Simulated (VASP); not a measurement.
TiO2:

```
Ti O
1.0
     5.35893    0.00000    0.00000
    -2.67947    4.64097    0.00000
     0.00000    0.00000    6.08247
Ti O
3 6
Direct
  0.46694 0.00000 0.33333
  0.00000 0.46694 0.66667
  0.53306 0.53306 0.00000
  0.58107 0.85143 0.12066
  0.72963 0.14857 0.54600
  0.27037 0.41893 0.78733
  0.85143 0.58107 0.87934
  0.14857 0.72963 0.45400
  0.41893 0.27037 0.21267
```

- Program: VASP 6.6.1
- Task: relaxation of the atoms
- Functional: PBE
- Potentials or basis: VASP PAW PBE potentials, release 64 (Ti_sv, O)
- Cutoff: 520 eV
- k mesh: 5 × 5 × 4
- Occupations: fermi-dirac, width 0.05 eV
- Spin: no spin polarisation

At the start: pressure 13.9 GPa; volume 16.81 Å³/atom.

**Question.** How do energy, volume and symmetry change on relaxing?

**Answer.** Over 24 steps the energy falls by 56.2 meV/atom at a fixed cell; space group P3_121 (No. 152, to 0.1 Å) before and after.

The path:
| step | energy change (eV) | largest force (eV/Å) | pressure (GPa) |
| --- | --- | --- | --- |
| 1 | 0.0000 | 1.0758 | 13.93 |
| 2 | -0.2149 | 0.8282 | 10.29 |
| 3 | -0.2266 | 1.1676 | 9.29 |
| 4 | -0.3577 | 0.7409 | 6.58 |
| 5 | -0.4126 | 0.3236 | 3.49 |
| 6 | -0.4258 | 0.2289 | 3.73 |
| 7 | -0.4406 | 0.3569 | 4.42 |
| 8 | -0.4502 | 0.3108 | 4.44 |
| 9 | -0.4694 | 0.2166 | 4.53 |
| 10 | -0.4654 | 0.3794 | 4.71 |
| 11 | -0.4746 | 0.2375 | 4.61 |
| 12 | -0.4841 | 0.2038 | 4.19 |
| 13 | -0.5007 | 0.1335 | 2.92 |
| 14 | -0.5020 | 0.1388 | 2.42 |
| 15 | -0.5046 | 0.0700 | 1.84 |
| 16 | -0.5048 | 0.0555 | 1.96 |
| 17 | -0.5055 | 0.0326 | 1.81 |
| 18 | -0.5057 | 0.0244 | 1.67 |
| 19 | -0.5057 | 0.0249 | 1.65 |
| 20 | -0.5059 | 0.0222 | 1.62 |
| 21 | -0.5059 | 0.0241 | 1.62 |
| 22 | -0.5061 | 0.0167 | 1.65 |
| 23 | -0.5062 | 0.0131 | 1.71 |
| 24 | -0.5062 | 0.0097 | 1.78 |

Final structure:
```
Ti O
1.0
     5.35893    0.00000    0.00000
    -2.67947    4.64097    0.00000
     0.00000    0.00000    6.08247
Ti O
3 6
Direct
  0.45369 0.00000 0.33333
  0.00000 0.45369 0.66667
  0.54631 0.54631 0.00000
  0.59080 0.88377 0.10451
  0.70703 0.11623 0.56216
  0.29297 0.40920 0.77117
  0.88377 0.59080 0.89549
  0.11623 0.70703 0.43784
  0.40920 0.29297 0.22883
```
